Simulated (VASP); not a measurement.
A run of VASP 6.6.1 is set up as follows.

The input INCAR:

```
PREC = Accurate
ENCUT = 520
EDIFF = 1E-7
ISMEAR = 0
SIGMA = 0.05
LREAL = F
LASPH = T
NELM = 150
ALGO = Normal
ISIF = 2
LWAVE = F
LCHARG = T
ISPIN = 2
MAGMOM = 0 0 0 0 2 0 0 0 0
LORBIT = 11
LDIPOL = T
IDIPOL = 3
DIPOL = 0.5 0.5 0.323
GGA = PE
LELF = T
LVHAR = T
LVACPOTAV = T
NBANDS = 32
```

Contents of KPOINTS:

```
Automatic mesh
0
Gamma
  9 5 1
```

Contents of POSCAR:

```
Si5C4
1.0
    3.0920147377      0.0000000000      0.0000000000
    0.0000000000      5.0738209500      0.0000000000
    0.0000000000      0.0000000000     18.9686852044
Si C
5 4
Direct
    0.0000000000      0.9954360498      0.2108738669
    0.5000000000      0.4954360498      0.2579297257
    0.5000000000      0.9936729075      0.3565277077
    0.0000000000      0.4650510040      0.3853429996
    0.5000000000      0.6238203333      0.4801584379
    0.0000000000      0.6195639502      0.2108738669
    0.5000000000      0.1195639502      0.2579297257
    0.5000000000      0.6250368441      0.3569005348
    0.0000000000      0.1238203333      0.3937376325
```

Potentials or basis: VASP PAW PBE potentials, release 64 (Si, C).

Command:

```console
$ cat potpaw_PBE.64/Si/POTCAR potpaw_PBE.64/C/POTCAR > POTCAR
$ mpirun -np 1 vasp_std > vasp.out
```

Q: What does it give for the site moments?

A: Si +0.07, +0.00, +0.01, -0.00, +0.03; C -0.01, +0.00, -0.00 μB.

Q: Estimate the net moment.

A: 0.27 μB per cell.

Q: What does it give for the largest force?

A: 3.234 eV/Å.

Forces in eV/Å, atoms in the order of the input:
```
Si   0.000 -1.784  1.827
Si   0.000  0.615 -3.175
Si   0.000  0.313 -0.495
Si   0.000  0.121  1.590
Si   0.000  0.641 -0.004
C    0.000  0.876  1.677
C    0.000  0.246 -0.686
C    0.000  0.390 -0.264
C    0.000 -1.418 -0.470
```
